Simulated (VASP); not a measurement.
Cr, 2 atoms in the cell. The structure is hexagonal, space group P6_3/mmc (No. 194). The conventional cell has a = 2.490 Å, b = 2.490 Å, c = 4.445 Å, α = 90.00°, β = 90.00°, γ = 120.00°. Within 3.3 Å of Cr (site symmetry -6m2) lie 12 Cr at 2.49 to 2.65 Å. This isn't the form of Cr at room conditions, which is bcc.

| Item | Value |
| --- | --- |
| Program | VASP 6.6.1 |
| Task | single point |
| Functional | PBE |
| Potentials or basis | VASP PAW PBE potentials, release 64 (Cr_pv) |
| Cutoff | 520 eV |
| k mesh | 24 × 24 × 12 |
| Occupations | fermi-dirac, width 0.1 eV |
| Spin | no spin polarisation |
| Dipole correction | no |
| Further INCAR settings | ALGO = Normal; EDIFF = 1e-07; NBANDS = 19 |

Potentials or basis: VASP PAW PBE potentials, release 64 (Cr_pv).

Run with:

```bash
$ cat potpaw_PBE.64/Cr_pv/POTCAR > POTCAR
$ mpirun -np 1 vasp_std > vasp.out
```

Hardware: 1 thread of Intel Xeon 8259CL (shared host).

**Question.** Estimate the wall time of this run.

**Answer.** Wall time 4.4 min on 1 thread of Intel Xeon 8259CL (shared host), peak memory 0.27 GiB. Counts: scf iterations 13, k points 427.
